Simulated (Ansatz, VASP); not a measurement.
## NaH in VASP and in Ansatz

```
CELL_PARAMETERS angstrom
0.00000 2.42362 2.42362
2.42362 0.00000 2.42362
2.42362 2.42362 0.00000
ATOMIC_POSITIONS crystal
Na 0.00000 0.00000 0.00000
H 0.50000 0.50000 0.50000
```

Change from the starting cell: volume scaled by 0.98.

Alike in both runs: task single point; functional RPBE; dispersion D4; k mesh 9 × 9 × 9; occupations fermi-dirac, width 0.02 eV; no spin polarisation.

|  | VASP | Ansatz |
| --- | --- | --- |
| version | VASP 6.6.1 | Ansatz 0.2.0 |
| potentials or method | VASP PAW PBE potentials, release 64 (Na_pv, H), cutoff 520 eV | all-electron LAPW, scalar-relativistic |

Ansatz gave:

| Property | Result |
| --- | --- |
| gap on the k mesh at the Fermi level (eV) | 4.26 |
| least direct gap on the mesh (eV) | 4.93 |
| pressure (GPa) | 0.1 |

**Question.** Estimate VASP's values.

**Answer.** gap on the k mesh at the Fermi level (eV): 4.26; least direct gap on the mesh (eV): 4.93; pressure (GPa): 0.0.

VASP's potentials were made for PBE, not for RPBE. Ansatz ran all-electron here, and VASP with PAW potentials.
